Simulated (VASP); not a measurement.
Here is a VASP 6.6.1 calculation.

The input INCAR:

```
PREC = Accurate
ENCUT = 520
EDIFF = 1E-7
ISMEAR = -1
SIGMA = 0.02
LREAL = False
LASPH = True
NELM = 150
ALGO = Normal
ISIF = 2
LWAVE = False
LCHARG = True
LNONCOLLINEAR = True
MAGMOM = 0 0 0 0 0 0
LORBIT = 11
LSORBIT = True
GGA_COMPAT = False
LORBMOM = True
LMAXMIX = 6
GGA = PS
LVHAR = True
NBANDS = 36
```

File KPOINTS:

```
Automatic mesh
0
Gamma
  3 3 3
```

POSCAR

```
LaIn
1.0
    3.9540800000      0.0000000000      0.0000000000
    0.0000000000      3.9540800000      0.0000000000
    0.0000000000      0.0000000000      3.9540800000
La In
1 1
Direct
    0.5000000000      0.5000000000      0.5000000000
    0.0000000000      0.0000000000      0.0000000000
```

Potentials or basis: VASP PAW PBE potentials, release 64 (La, In_d).

The run is started by

```sh
$ cat potpaw_PBE.64/La/POTCAR potpaw_PBE.64/In_d/POTCAR > POTCAR
$ mpirun -np 1 vasp_ncl > vasp.out
```

Question: What does it give for the pressure?

Answer: -2.9 GPa.

Question: Predict the net moment.

Answer: 0.00 μB per cell.

Moments on the atoms (μB; x, y, z):
```
La  0.00 0.00 0.00
In  0.00 0.00 0.00
```

Caveat: the k points lie up to 0.53 Å⁻¹ apart; the PAW data sets were made with another functional, which shifts forces and pressure a little.
